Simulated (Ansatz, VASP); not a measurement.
**SiC in VASP and in Ansatz**

File POSCAR:

```
SiC
1.0
   -3.0751950066      0.0000000000      0.0000000000
   -1.5375975033     -2.6631969973      0.0000000000
   -2.6906418710     -1.5534428085     10.0963337124
Si C
4 4
Direct
   -0.1951664724     -0.1951664724      0.9060514413
    0.0964835276      0.0964835276      0.4060514413
    0.5756418610      0.5756418610      0.1560514413
    0.2839918610      0.2839918610      0.6560514413
    0.2785331390      0.2785331390      0.0939485587
   -0.0131168610     -0.0131168610      0.5939485587
    0.4660414724      0.4660414724      0.3439485587
    0.1743914724      0.1743914724      0.8439485587
```

INCAR.step1

```
PREC     = Accurate       # precision mode
ENCUT    = 520            # plane-wave cutoff, eV
ISMEAR   = 0              # smearing method
SIGMA    = 0.05           # smearing width, eV
LREAL    = False          # projectors in reciprocal space
LASPH    = True           # aspherical terms in the spheres
NELM     = 100            # most SCF steps
NBANDS   = 26             # bands
GGA      = PE             # functional
ALGO     = Normal         # electronic algorithm
EDIFF    = 1E-4           # SCF threshold, eV
LWAVE    = True           # write WAVECAR
LCHARG   = False          # write CHGCAR
```

File INCAR.step2:

```
PREC     = Accurate       # precision mode
ENCUT    = 520            # plane-wave cutoff, eV
EDIFF    = 1E-7           # SCF threshold, eV
ISMEAR   = 0              # smearing method
SIGMA    = 0.05           # smearing width, eV
LREAL    = False          # projectors in reciprocal space
LASPH    = True           # aspherical terms in the spheres
NELM     = 100            # most SCF steps
ALGO     = Normal         # electronic algorithm
ISIF     = 2              # what is computed and relaxed
LWAVE    = False          # write WAVECAR
LCHARG   = False          # write CHGCAR
METAGGA  = R2SCAN         # meta-GGA
LMIXTAU  = True         
NBANDS   = 26             # bands
ISTART   = 1
```

File KPOINTS:

```
regular mesh
0
Gamma
  8 8 3
```

Input for Ansatz:

```yaml
crystal:
  lattice:
    - [-3.0751950066, 0.0, 0.0]
    - [-1.5375975033, -2.6631969973, 0.0]
    - [-2.690641871, -1.5534428085, 10.0963337124]
  atoms:
    - { symbol: Si, position: [-0.1951664724, -0.1951664724, 0.9060514413] }
    - { symbol: Si, position: [0.0964835276, 0.0964835276, 0.4060514413] }
    - { symbol: Si, position: [0.575641861, 0.575641861, 0.1560514413] }
    - { symbol: Si, position: [0.283991861, 0.283991861, 0.6560514413] }
    - { symbol: C, position: [0.278533139, 0.278533139, 0.0939485587] }
    - { symbol: C, position: [-0.013116861, -0.013116861, 0.5939485587] }
    - { symbol: C, position: [0.4660414724, 0.4660414724, 0.3439485587] }
    - { symbol: C, position: [0.1743914724, 0.1743914724, 0.8439485587] }
basis:
  ecutwfc: 500
kpoints:
  mp_grid: { grid: [8, 8, 3] }
hamiltonian:
  xc: r2scan
scf:
  occupations: { method: gaussian, width: 0.05 }
output:
  forces: true
  stress: true
  eigenvalues: true
```

Alike in both runs: task single point; functional r2SCAN; k mesh 8 × 8 × 3; occupations gaussian, width 0.05 eV; no spin polarisation.

|  | VASP | Ansatz |
| --- | --- | --- |
| version | VASP 6.6.1 | Ansatz 0.2.0 |
| potentials or method | VASP PAW PBE potentials, release 64 (Si, C), cutoff 520 eV | scalar-relativistic, plane waves, PAW |
| valence electrons in the cell | 32 | 32 |

Ansatz gave:

* gap on the k mesh at the Fermi level (eV): 0.79
* least direct gap on the mesh (eV): 1.62
* pressure (GPa): -2.2
* traceless stress, the component that is largest in VASP (GPa): 5.26
* rms of the force components (eV/Å): 0.235

Task: Estimate VASP's values.

Result: gap on the k mesh at the Fermi level (eV): 0.78; least direct gap on the mesh (eV): 1.61; pressure (GPa): -2.4; traceless stress, the component that is largest in VASP (GPa): 5.21; rms of the force components (eV/Å): 0.234.

VASP's potentials were made for PBE, not for r2SCAN. Atom by atom the forces differ by 0.006 eV/Å (rms over components). With one functional, cell and mesh, what is left measures potentials, basis and numerics.
